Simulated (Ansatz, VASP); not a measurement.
**One calculation of W, two programs**

INCAR

```
SYSTEM = W
PREC = Accurate
ENCUT = 500
EDIFF = 1E-6
ISMEAR = 0
SIGMA = 0.15
LREAL = .False.
LASPH = .True.
NELM = 120
ALGO = Normal
ISIF = 2
LWAVE = .False.
LCHARG = .False.
NBANDS = 21
GGA_COMPAT = .False.
```

Contents of KPOINTS:

```
Automatic mesh
0
Gamma
  16 16 12
  0 0 0
```

File POSCAR:

```
W
1.0
    0.0000000000     -1.9864787844     -1.9864787844
    0.0000000000      1.9864787844     -1.9864787844
    3.9729575688      0.0000000000      0.0000000000
W
2
Direct
    0.5508437345      0.4491562655      0.4965768575
   -0.0508437345      0.0508437345      0.0034231425
```

Input for Ansatz:

```yaml
crystal:
  lattice:
    - [0.0, -1.9864787844, -1.9864787844]
    - [0.0, 1.9864787844, -1.9864787844]
    - [3.9729575688, 0.0, 0.0]
  atoms:
    - { symbol: W, position: [0.5508437345, 0.4491562655, 0.4965768575] }
    - { symbol: W, position: [-0.0508437345, 0.0508437345, 0.0034231425] }
basis:
  ecutwfc: 420
kpoints:
  mp_grid: { grid: [16, 16, 12] }
hamiltonian:
  xc: lda
  pseudopotentials: { kind: paw, azcp: { folder: soft_1 } }
scf:
  occupations: { method: gaussian, width: 0.15 }
output:
  forces: true
  stress: true
  eigenvalues: true
```

Change from the starting cell: mode 4 frozen in at -0.202 Å and mode 6 at -0.014 Å (largest displacements).

Alike in both runs: task single point; functional LDA; k mesh 16 × 16 × 12; occupations gaussian, width 0.15 eV; no spin polarisation.

|  | VASP | Ansatz |
| --- | --- | --- |
| version | VASP 6.6.1 | Ansatz 0.2.0 |
| potentials or method | VASP PAW LDA potentials, release 64 (W_sv), cutoff 500 eV | scalar-relativistic, plane waves, PAW |
| valence electrons in the cell | 28 | 28 |

VASP gave:

* gap on the k mesh at the Fermi level (eV): none
* pressure (GPa): 11.6
* traceless stress, the component that is largest in VASP (GPa): -8.93
* rms of the force components (eV/Å): 0.995

Problem. What did Ansatz give for the same quantities?

Solution. gap on the k mesh at the Fermi level (eV): none; pressure (GPa): 9.7; traceless stress, the component that is largest in VASP (GPa): -8.97; rms of the force components (eV/Å): 0.956.

Ansatz warns that its potentials were made for another functional, while VASP's fit it. LDA's correlation is that of Perdew and Zunger in VASP and of Perdew and Wang (1992) in Ansatz. Atom by atom the forces differ by 0.038 eV/Å (rms over components). A gap of «none» marks a metal or a gap that the smearing closes.

Neither program's run includes spin-orbit coupling.
